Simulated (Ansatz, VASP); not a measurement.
# MnO in VASP and in Ansatz

```
CELL_PARAMETERS angstrom
0.00000 2.22200 2.22200
2.22200 0.00000 2.22200
2.22200 2.22200 0.00000
ATOMIC_POSITIONS crystal
Mn 0.00000 0.00000 0.00000
O 0.50000 0.50000 0.50000
```

Alike in both runs: task single point; functional PBE; k mesh 10 × 10 × 10; occupations fermi-dirac, width 0.05 eV; collinear spin.

|  | VASP | Ansatz |
| --- | --- | --- |
| version | VASP 6.6.1 | Ansatz 0.2.0 |
| potentials or method | VASP PAW PBE potentials, release 64 (Mn_pv, O) | Ansatz PAW |
| plane-wave cutoff (eV) | 520 | 420 |
| valence electrons in the cell | 19 | 21 |

Ansatz gave:

```
gap on the k mesh at the Fermi level (eV)                     : none
pressure (GPa)                                                : 0.4
net moment per atom (μB)                                      : 2.39
size of the moment on the site where the two differ most (μB) : 4.06
```

Which values does VASP return?

gap on the k mesh at the Fermi level (eV): none; pressure (GPa): 0.6; net moment per atom (μB): 2.39; size of the moment on the site where the two differ most (μB): 4.34.

Site moments also hang on the region over which each program counts them. A gap of «none» marks a metal or a gap that the smearing closes. VASP's potentials hold 19 valence electrons a cell and Ansatz's 21, so a difference there can come from the potentials and not from the codes.
